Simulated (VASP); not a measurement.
Set up this calculation in VASP 6.6.1, as the native input.

```
Task                   : single point
Functional             : PBE
Potentials or basis    : VASP PAW PBE potentials, release 64 (Ga_d, N)
Cutoff                 : 520 eV
k mesh                 : 10 × 10 × 10
Occupations            : fermi-dirac, width 0.02 eV
Spin                   : no spin polarisation
Dipole correction      : no
Further INCAR settings : ALGO = Normal; EDIFF = 1e-07; NBANDS = 16
```

The structure of GaN lies in POSCAR:

```
GaN
1.0
    0.0000000000      2.1085152343      2.1928558437
    2.1085152343      0.0000000000      2.1928558437
    2.1085152343      2.1085152343      0.0000000000
Ga N
1 1
Direct
    0.0000000000      0.0000000000      0.0000000000
    0.5000000000      0.5000000000      0.5000000000
```

This cell differs from its parent crystal: uniaxial z strain +4.0%.

One way to write it, as run:

INCAR

```
SYSTEM = GaN
PREC = Accurate
ENCUT = 520
EDIFF = 1E-7
ISMEAR = -1
SIGMA = 0.02
LREAL = .False.
LASPH = .True.
NELM = 100
ALGO = Normal
ISIF = 2
LWAVE = .False.
LCHARG = .False.
GGA = PE
NBANDS = 16
```

KPOINTS

```
Automatic mesh
0
Gamma
  10 10 10
  0 0 0
```

Potentials or basis: VASP PAW PBE potentials, release 64 (Ga_d, N).

The run is started by

```bash
$ cat potpaw_PBE.64/Ga_d/POTCAR potpaw_PBE.64/N/POTCAR > POTCAR
$ mpirun -np 1 vasp_std > vasp.out
```

Results of the run:

```json
{
 "Pressure": "0.6 GPa",
 "Band gap on the k mesh": "0.24 eV, indirect (least direct gap 2.14 eV)"
}
```

Caveat: the cell differs from its parent crystal (uniaxial z strain +4.0%).

Wall time 16 s on 1 thread of Intel(R) Xeon(R) Platinum 8488C (Sapphire Rapids) (shared host), peak memory 0.15 GiB.
